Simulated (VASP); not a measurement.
**WSe2 (WSe2 (P6_3/mmc)): single point with PBE**

WSe2 (WSe2 (P6_3/mmc)):

```
CELL_PARAMETERS angstrom
3.24993 0.00000 0.00000
-1.62496 2.81452 0.00000
0.00000 0.00000 12.82612
ATOMIC_POSITIONS crystal
W 0.66597 0.33403 0.75000
W 0.33403 0.66597 0.25000
Se 0.33384 0.66595 0.88257
Se 0.66595 0.33384 0.38257
Se 0.33405 0.66616 0.61743
Se 0.66616 0.33405 0.11743
```

```
Program             : VASP 6.6.1
Task                : single point
Functional          : PBE
Potentials or basis : VASP PAW PBE potentials, release 64 (W_sv, Se)
Cutoff              : 500 eV
k mesh              : 3 × 3 × 1, shifted
Occupations         : fermi-dirac, width 0.01 eV
Spin                : no spin polarisation
```

The pressure is 5.3 GPa, the largest force is 0.131 eV/Å and the band gap on the k mesh is 1.66 eV, indirect (least direct gap 2.05 eV).

Forces on the atoms (eV/Å):
```
W    0.114 -0.066  0.000
W   -0.114  0.066  0.000
Se  -0.056  0.035  0.075
Se   0.058 -0.030  0.075
Se  -0.058  0.030 -0.075
Se   0.056 -0.035 -0.075
```

Stress tensor (GPa, compression positive):
```
 5.88 -0.13  0.01
-0.13  5.73  0.02
 0.01  0.02  4.43
```

Levels at points of the mesh, in eV from the valence-band top:
```tsv
k point	band 24	band 25	band 26	band 27	band 28	band 29
(0.08, 0.08, 0.25)	-0.81	-0.16	0.00	2.44	2.72	2.93
```

Run time: 65 s on 1 thread of Intel(R) Xeon(R) 6975P-C (Granite Rapids), with other jobs on the host, peak memory 0.27 GiB.

Caveat: the k points lie up to 0.74 Å⁻¹ apart; spin-orbit coupling is left out, which moves the levels of the heavy elements. A k mesh can miss the band edges.
